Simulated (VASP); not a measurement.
A run of VASP 6.6.1 is set up as follows.

Contents of INCAR:

```
PREC = Accurate ; ENCUT = 520
EDIFF = 1E-7 ; ISMEAR = 0
SIGMA = 0.05 ; LREAL = False
LASPH = True ; NELM = 100
ALGO = Normal ; ISIF = 2
LWAVE = False ; LCHARG = False
GGA = PE ; NBANDS = 16
```

Contents of KPOINTS:

```
regular mesh
0
Gamma
  9 9 6
```

The input POSCAR:

```
MgO
1.0
    3.4157000000      0.0000000000      0.0000000000
   -1.7078500000      2.9580829717      0.0000000000
    0.0000000000      0.0000000000      4.3242000000
Mg O
2 2
Direct
    0.6666666667      0.3333333333      0.7500000000
    0.3333333333      0.6666666667      0.2500000000
    0.6666666667      0.3333333333      0.2500000000
    0.3333333333      0.6666666667      0.7500000000
```

Potentials or basis: VASP PAW PBE potentials, release 64 (Mg, O).

Launch:

```console
$ cat potpaw_PBE.64/Mg/POTCAR potpaw_PBE.64/O/POTCAR > POTCAR
$ mpirun -np 1 vasp_std > vasp.out
```

Problem. Predict the band gap on the k mesh.

Solution. 3.41 eV, direct.

Problem. Estimate the pressure.

Solution. 5.5 GPa.

Stress tensor (GPa, compression positive):
```
 8.41  0.00  0.00
 0.00  8.41  0.00
 0.00  0.00 -0.48
```

A hybrid or GW would open this gap; PBE tends to underestimate it.
